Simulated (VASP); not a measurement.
Set up this calculation in VASP 6.6.1, as the native input.

* Task: single point
* Functional: r2SCAN
* Potentials or basis: VASP PAW PBE potentials, release 64 (Ga_d, N)
* Cutoff: 520 eV
* k mesh: 10 × 10 × 10
* Occupations: gaussian, width 0.01 eV
* Spin: no spin polarisation
* Dipole correction: no
* Further INCAR settings: ALGO = Normal; EDIFF = 1e-06; NBANDS = 16

Crystal: GaN.

```
CELL_PARAMETERS angstrom
0.00000 2.12960 2.12960
2.12960 0.00000 2.12960
2.12960 2.12960 0.00000
ATOMIC_POSITIONS crystal
Ga 0.00000 0.00000 0.00000
N 0.50000 0.50000 0.50000
```

This cell differs from its parent crystal: strain +1.0%.

One way to write it, as run:

POSCAR

```
GaN
1.0
    0.0000000000      2.1296003894      2.1296003894
    2.1296003894      0.0000000000      2.1296003894
    2.1296003894      2.1296003894      0.0000000000
Ga N
1 1
Direct
    0.0000000000      0.0000000000      0.0000000000
    0.5000000000      0.5000000000      0.5000000000
```

INCAR.step1

```
SYSTEM = GaN
PREC = Accurate
ENCUT = 520
ISMEAR = 0
SIGMA = 0.01
LREAL = .FALSE.
LASPH = .TRUE.
NELM = 100
NBANDS = 16
GGA = PE
ALGO = Normal
EDIFF = 1E-4
LWAVE = .TRUE.
LCHARG = .FALSE.
```

INCAR.step2

```
SYSTEM = GaN
PREC = Accurate
ENCUT = 520
EDIFF = 1E-6
ISMEAR = 0
SIGMA = 0.01
LREAL = .FALSE.
LASPH = .TRUE.
NELM = 100
ALGO = Normal
ISIF = 2
LWAVE = .FALSE.
LCHARG = .FALSE.
METAGGA = R2SCAN
LMIXTAU = .TRUE.
NBANDS = 16
ISTART = 1
```

KPOINTS

```
Automatic mesh
0
G
  10 10 10
  0 0 0
```

Potentials or basis: VASP PAW PBE potentials, release 64 (Ga_d, N).

The run is started by

```bash
$ cat potpaw_PBE.64/Ga_d/POTCAR potpaw_PBE.64/N/POTCAR > POTCAR
$ cp INCAR.step1 INCAR
$ mpirun -np 1 vasp_std > vasp.out
$ cp INCAR.step2 INCAR
$ mpirun -np 1 vasp_std > vasp.out
```

Results of the run:

| Item | Value |
| --- | --- |
| Pressure | -5.7 GPa |
| Band gap on the k mesh | 0.98 eV, indirect (least direct gap 3.02 eV) |

Caveat: the cell differs from its parent crystal (strain +1.0%); the PAW data sets were made with another functional, which shifts forces and pressure a little.

It took 30 s on 1 thread of Intel(R) Xeon(R) Platinum 8488C (Sapphire Rapids) (shared host), peak memory 0.15 GiB.
